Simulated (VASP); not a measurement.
# Ni7Ge4 (P-6m2) in VASP: notebook

Aim: see how the results for Ni7Ge4 move with the level of theory and the settings. Levels: LDA, r2SCAN. Tasks: single point.

Program: VASP 6.6.1. These are calculated values, not measurements. Logs are shortened: lines on timing, memory, paths and dates and some standing lists are left out, and cuts for length are marked.

## (1) The cell of the first run

The structure is hexagonal, space group P-6m2 (No. 187). The conventional cell has a = 3.936 Å, b = 3.936 Å, c = 9.922 Å, α = 90.00°, β = 90.00°, γ = 120.00°. Ni (site symmetry 3m) has 8 Ni at 2.50 to 2.60 Å and 6 Ge at 2.60 to 2.61 Å within 3.3 Å. Ni (site symmetry 3m) has 5 Ni at 2.41 to 2.58 Å and 6 Ge at 2.57 to 2.58 Å within 3.2 Å. Ni (site symmetry -6m2) has 5 Ge at 2.27 to 2.54 Å and 6 Ni at 2.60 Å within 3.0 Å. Within 3.0 Å of Ni (site symmetry 3m) lie 5 Ge at 2.27 to 2.53 Å and 6 Ni at 2.58 to 2.60 Å. Within 3.0 Å of Ge (site symmetry 3m) lie 10 Ni at 2.27 to 2.61 Å. Within 3.4 Å of Ge (site symmetry -6m2) lie 8 Ni at 2.43 to 2.57 Å and 6 Ge at 3.32 Å. Ge (site symmetry -6m2) has 11 Ni at 2.27 to 2.60 Å within 3.0 Å.

## (2) Single point, LDA

File INCAR:

```
SYSTEM = Ni7Ge4
  PREC = Accurate
  ENCUT = 520
  EDIFF = 1E-6
  ISMEAR = 0
  SIGMA = 0.05
  LREAL = .False.
  LASPH = .True.
  NELM = 100
  ALGO = Fast
  ISIF = 2
  LWAVE = .False.
  LCHARG = .False.
  GGA = CA
  NBANDS = 74
```

File KPOINTS:

```
regular mesh
0
Gamma
  12 12 4
  0 0 0
```

File POSCAR:

```
Ni7Ge4
1.0
    3.9358401748      0.0000000000      0.0000000000
   -1.9679200874      3.4085375766      0.0000000000
    0.0000000000      0.0000000000      9.9215548300
Ni Ge
7 4
Direct
    0.0000000000      0.0000000000      0.3731342300
    0.0000000000      0.0000000000      0.8787566800
    0.0000000000      0.0000000000      0.1212433200
    0.0000000000      0.0000000000      0.6268657700
    0.6666666700      0.3333333300      0.5000000000
    0.3333333300      0.6666666700      0.2449346400
    0.3333333300      0.6666666700      0.7550653600
    0.6666666700      0.3333333300      0.2435841600
    0.6666666700      0.3333333300      0.7564158400
    0.3333333300      0.6666666700      0.0000000000
    0.3333333300      0.6666666700      0.5000000000
```

Potentials or basis: VASP PAW LDA potentials, release 64 (Ni, Ge_d).

The run is started by

```
$ cat potpaw_LDA.64/Ni/POTCAR potpaw_LDA.64/Ge_d/POTCAR > POTCAR
$ mpirun -np 1 vasp_std > vasp.out
```

OUTCAR:

```text
SYSTEM = Ni7Ge4
   PREC = Accurate
   ENCUT = 520
   EDIFF = 1E-6
   ISMEAR = 0
   LREAL = .False.
   LASPH = .True.
   NELM = 100
   ISIF = 2
   GGA = CA

 ion  position               nearest neighbor table
   1  0.000  0.000  0.373-   3 2.50   4 2.52   5 2.60  11 2.60  11 2.60   5 2.60   5 2.60  11 2.60
                             6 2.60   6 2.60   6 2.60   8 2.61   8 2.61   8 2.61
   2  0.000  0.000  0.879-   3 2.41   4 2.50  10 2.57  10 2.57  10 2.57   9 2.58   9 2.58   9 2.58
                             7 2.58   7 2.58   7 2.58
   3  0.000  0.000  0.121-   2 2.41   1 2.50  10 2.57  10 2.57  10 2.57   8 2.58   8 2.58   8 2.58
                             6 2.58   6 2.58   6 2.58
   4  0.000  0.000  0.627-   2 2.50   1 2.52   5 2.60  11 2.60  11 2.60   5 2.60   5 2.60  11 2.60
                             7 2.60   7 2.60   7 2.60   9 2.61   9 2.61   9 2.61
   5  0.667  0.333  0.500-  11 2.27  11 2.27  11 2.27   8 2.54   9 2.54   1 2.60   4 2.60   1 2.60
                             4 2.60   1 2.60   4 2.60
   6  0.333  0.667  0.245-   8 2.27   8 2.27   8 2.27  10 2.43  11 2.53   3 2.58   3 2.58   3 2.58
                             1 2.60   1 2.60   1 2.60
   7  0.333  0.667  0.755-   9 2.27   9 2.27   9 2.27  10 2.43  11 2.53   2 2.58   2 2.58   2 2.58
                             4 2.60   4 2.60   4 2.60
   8  0.667  0.333  0.244-   6 2.27   6 2.27   6 2.27   5 2.54   3 2.58   3 2.58   3 2.58   1 2.61
                             1 2.61   1 2.61
   9  0.667  0.333  0.756-   7 2.27   7 2.27   7 2.27   5 2.54   2 2.58   2 2.58   2 2.58   4 2.61
                             4 2.61   4 2.61
  10  0.333  0.667  0.000-   6 2.43   7 2.43   2 2.57   3 2.57   2 2.57   3 2.57   2 2.57   3 2.57

  11  0.333  0.667  0.500-   5 2.27   5 2.27   5 2.27   7 2.53   6 2.53   1 2.60   4 2.60   4 2.60
                             1 2.60   4 2.60   1 2.60

  LATTYP: Found a hexagonal cell.
 ALAT       =     3.9358401748
 C/A-ratio  =     2.5208225917

  Lattice vectors:

 A1 = (   3.9358401748,   0.0000000000,   0.0000000000)
 A2 = (  -1.9679200874,   3.4085375766,   0.0000000000)
 A3 = (   0.0000000000,   0.0000000000,   9.9215548300)

Analysis of symmetry for initial positions (statically):
=====================================================================
 Subroutine PRICEL returns:
 Original cell was already a primitive cell.

 Routine SETGRP: Setting up the symmetry group for a
 hexagonal supercell.

 Subroutine GETGRP returns: Found 12 space group operations
 (whereof 12 operations were pure point group operations)
 out of a pool of 24 trial point group operations.

The static configuration has the point symmetry D_3h.
[... 144 lines left out ...]
   EMIN   =  10.00;   EMAX   =-10.00  energy-range for DOS
   EFERMI =   0.00;   METHOD = LEGACY
   ISMEAR =     0;   SIGMA  =   0.05  broadening in eV -4-tet -1-fermi 0-gaus
   EFERMI_NEDOS =   21; number of points for ismear=-14 and -15
   IALGO  =     68    algorithm
   IMIX   =      4    mixing-type and parameters
     AMIX     =   0.40;   BMIX     =  1.00
     AMIX_MAG =   1.60;   BMIX_MAG =  1.00
  volume/ion in A,a.u.               =      12.10        81.66
  Fermi-wavevector in a.u.,A,eV,Ry     =   1.607447  3.037634 35.155889  2.583885
  Thomas-Fermi vector in A             =   2.703474
   LORBIT       =      0    0 simple, 1 ext, 2 COOP (PROOUT), +10 PAW based schemes
   GGA     = CA    functional components
   LHFCALC =     F    Hartree Fock is set to
   AEXX    =    0.0000 exact exchange contribution
   IVDW    =     0    specifies the selected vdW correction
   LEPSILON=     F    determine dielectric tensor
   LRPA    =     F    only Hartree local field effects (RPA)
 non-spin polarized calculation
 RMM-DIIS sequential band-by-band and
 Gauss-broadening in eV      SIGMA  =   0.05
  energy-cutoff  :      520.00
  volume of cell :      133.10
 maximum number of plane-waves:      3631
 NGX is ok and might be reduce to    30
   NGX = 15   NGY = 15   NGZ = 37

 number of electron     126.0000073 magnetization

 Free energy of the ion-electron system (eV)
  ---------------------------------------------------
  ext. energy  EPLUGINS =         0.00000000
  ---------------------------------------------------
  free energy    TOTEN  =       -70.55604922 eV

  energy without entropy =      -70.54759400  energy(sigma->0) =      -70.55182161

 E-fermi :   9.4464     XC(G=0): -13.3057

 val. band max:        9.4461331684   @ k =   0.2500   0.2500   0.0000
 cond. band min:       9.4500312344   @ k =   0.2500   0.2500   0.2500
 fundamental gap:      0.0038980660
 Fermi energy:         9.4463948927

 k-point     1 :       0.0000    0.0000    0.0000
  band No.  band energies     occupation
      1     -15.4917      2.00000
      2     -15.4716      2.00000
      3     -15.4702      2.00000
      4     -15.4561      2.00000
      5     -15.4561      2.00000
      6     -15.4403      2.00000
[... 1837 lines left out ...]
     73      13.8713      0.00000
     74      14.6638      0.00000

 [... further k-points ...]

------------------------ aborting loop because EDIFF is reached ----------------------------------------

  FORCE on cell =-STRESS in cart. coord.  units (eV):
  Direction    XX          YY          ZZ          XY          YZ          ZX
  --------------------------------------------------------------------------------------
  -------------------------------------------------------------------------------------
  Total       -5.4915330     -5.4915330     -5.3764375      0.0000000      0.0000000      0.0000000
  in kB      -66.1026549    -66.1026549    -64.7172281      0.0000000      0.0000000      0.0000000
  external PRESSURE =     -65.6408460 kB  Pullay stress =       0.0000000 kB

 VOLUME and BASIS-vectors are now :
 -----------------------------------------------------------------------------
  energy-cutoff  :      520.00
  volume of cell :      133.10
      direct lattice vectors                 reciprocal lattice vectors
     3.935840175  0.000000000  0.000000000     0.254075358  0.146690476  0.000000000
    -1.967920087  3.408537577  0.000000000     0.000000000  0.293380952  0.000000000
     0.000000000  0.000000000  9.921554830     0.000000000  0.000000000  0.100790654

 POSITION                                       TOTAL-FORCE (eV/Angst)
 -----------------------------------------------------------------------------------
      0.00000      0.00000      3.70207        -0.000000      0.000000      0.031806
      0.00000      0.00000      8.71863        -0.000000      0.000000     -0.048051
      0.00000      0.00000      1.20292        -0.000000      0.000000      0.048051
      0.00000      0.00000      6.21948        -0.000000      0.000000     -0.031806
      1.96792      1.13618      4.96078        -0.000000      0.000000     -0.000000
     -0.00000      2.27236      2.43013         0.000000      0.000000     -0.039107
     -0.00000      2.27236      7.49142         0.000000      0.000000      0.039107
      1.96792      1.13618      2.41673         0.000000     -0.000000      0.026377
      1.96792      1.13618      7.50482        -0.000000      0.000000     -0.026377
     -0.00000      2.27236      0.00000        -0.000000      0.000000     -0.000000
     -0.00000      2.27236      4.96078         0.000000     -0.000000     -0.000000
 -----------------------------------------------------------------------------------
    total drift:                               -0.000000      0.000000     -0.000000

  FREE ENERGIE OF THE ION-ELECTRON SYSTEM (eV)
  ---------------------------------------------------
  free  energy   TOTEN  =       -70.5560492166 eV

  energy  without entropy=      -70.5475939983  energy(sigma->0) =      -70.55182161
```

OSZICAR:

```text
N       E                     dE             d eps       ncg     rms          rms(c)
DAV:   1     0.148528020489E+04    0.14853E+04   -0.51020E+04  9492   0.423E+03
DAV:   2     0.255562537949E+03   -0.12297E+04   -0.11836E+04  8436   0.107E+03
DAV:   3    -0.496726046735E+02   -0.30524E+03   -0.29142E+03  8436   0.310E+02
[... 12 lines left out ...]
RMM:  16    -0.705560793614E+02   -0.93940E-04   -0.10073E-03 15040   0.123E-01    0.737E-02
RMM:  17    -0.705560487647E+02    0.30597E-04   -0.18541E-04 11558   0.728E-02    0.279E-02
RMM:  18    -0.705560478038E+02    0.96090E-06   -0.65695E-05 12589   0.330E-02    0.573E-03
RMM:  19    -0.705560491113E+02   -0.13075E-05   -0.14912E-05 12055   0.142E-02    0.495E-03
RMM:  20    -0.705560492166E+02   -0.10527E-06   -0.21052E-06  6452   0.789E-03
   1 F= -.70556049E+02 E0= -.70551822E+02  d E =-.845522E-02
```

stdout:

```text
POSCAR found type information on POSCAR NiGe
 POSCAR found :  2 types and      11 ions
 scaLAPACK will be used
 LDA part: xc-table for (Slater(with rela. corr.)+CA(PZ))
 , standard interpolation
 POSCAR, INCAR and KPOINTS ok, starting setup
 FFT: planning ... GRIDC
 FFT: planning ... GRID_SOFT
 FFT: planning ... GRID
 WAVECAR not read
 entering main loop
WARNING in EDDRMM: call to ZHEGV failed, returncode =   6  3     63
WARNING in EDDRMM: call to ZHEGV failed, returncode =   6  3     64
WARNING in EDDRMM: call to ZHEGV failed, returncode =   6  3     62
```

Wall time 8.3 min (1 thread of Intel Xeon 6975P-C (Granite Rapids), shared host); peak memory 0.48 GiB.

What came out:

```
Free energy            : -70.5560 eV
Pressure               : -6.6 GPa
Largest force          : 0.048 eV/Å
Band gap on the k mesh : zero (bands 63 and 64 overlap by 3.10 eV)
```

Forces in eV/Å, atoms in the order of the input:
```
Ni   0.000  0.000  0.032
Ni   0.000  0.000 -0.048
Ni   0.000  0.000  0.048
Ni   0.000  0.000 -0.032
Ni   0.000  0.000  0.000
Ni   0.000  0.000 -0.039
Ni   0.000  0.000  0.039
Ge   0.000  0.000  0.026
Ge   0.000  0.000 -0.026
Ge   0.000  0.000  0.000
Ge   0.000  0.000  0.000
```

Levels at points of the mesh, in eV from the Fermi level:
```csv
k point,band 60,band 61,band 62,band 63,band 64,band 65,band 66,band 67,band 68,band 69
"(0.00, 0.00, 0.00)",0.22,1.20,1.66,2.33,2.33,2.51,3.01,3.01,3.37,3.37
"(0.50, 0.00, 0.00)",-1.03,-0.90,-0.83,-0.78,-0.56,0.53,0.72,1.22,1.97,2.49
"(0.00, 0.00, 0.50)",0.19,0.84,2.33,2.44,2.44,2.66,2.92,3.00,3.00,3.29
"(0.50, 0.00, 0.50)",-0.98,-0.96,-0.74,-0.71,-0.40,-0.15,1.26,1.80,2.33,2.83
```

Caveat: the cell stands under tension.

(Continued in part 2 of 2.)
